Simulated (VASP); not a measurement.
Wanted: the native input for a VASP 6.6.1 run.

```yaml
Task: single point
Functional: PBE
Dispersion: D3(BJ)
Potentials_or_basis: VASP PAW PBE potentials, release 64 (Ti_sv, O)
Cutoff: 520 eV
k_mesh: 9 × 9 × 9
Occupations: gaussian, width 0.05 eV
Spin: no spin polarisation
Hubbard_terms: Ti d U = 4.0 eV
Dipole_correction: no
Further_INCAR_settings: ALGO = Normal; EDIFF = 1e-06; NBANDS = 19
```

The structure of TiO2 lies in POSCAR:

```
TiO2
1.0
    1.5391500000      0.8886286668      5.6001000000
   -1.5391500000      0.8886286668      5.6001000000
    0.0000000000     -1.7772573337      5.6001000000
Ti O
1 2
Direct
    0.0000000000      0.0000000000      0.0000000000
    0.6017580785      0.6017580785      0.6017580785
    0.3982419215      0.3982419215      0.3982419215
```

These files were run (other wordings do the same):

INCAR

```
PREC     = Accurate       # precision mode
ENCUT    = 520            # plane-wave cutoff, eV
EDIFF    = 1E-6           # SCF threshold, eV
ISMEAR   = 0              # smearing method
SIGMA    = 0.05           # smearing width, eV
LREAL    = False          # projectors in reciprocal space
LASPH    = True           # aspherical terms in the spheres
NELM     = 150            # most SCF steps
ALGO     = Normal         # electronic algorithm
ISIF     = 2              # what is computed and relaxed
LWAVE    = False          # write WAVECAR
LCHARG   = True           # write CHGCAR
LMAXMIX  = 4              # l up to which the mixer works
LDAU     = True           # DFT+U
LDAUTYPE = 2            
LDAUL    = 2 -1           # shell
LDAUU    = 4 0            # U, eV
LDAUJ    = 0 0          
LDAUPRINT= 1            
GGA      = PE             # functional
IVDW     = 12             # dispersion correction
LELF     = True           # ELF
LVHAR    = True         
NBANDS   = 19             # bands
```

KPOINTS

```
Automatic mesh
0
Gamma
  9 9 9
```

Potentials or basis: VASP PAW PBE potentials, release 64 (Ti_sv, O).

Launch:

```console
$ cat potpaw_PBE.64/Ti_sv/POTCAR potpaw_PBE.64/O/POTCAR > POTCAR
$ mpirun -np 1 vasp_std > vasp.out
```

It gave:

```json
{"Pressure": "-16.2 GPa", "Largest force": "2.317 eV/Å", "Band gap on the k mesh": "2.68 eV, indirect (least direct gap 2.89 eV)", "Dispersion energy per atom": "-0.160 eV"}
```

Caveat: forces of over 1 eV/Å act on the atoms, so gaps and moduli don't describe the material at rest.

Wall time 2.4 min on 1 thread of Intel(R) Xeon(R) 6975P-C (Granite Rapids) (shared host), peak memory 0.34 GiB.
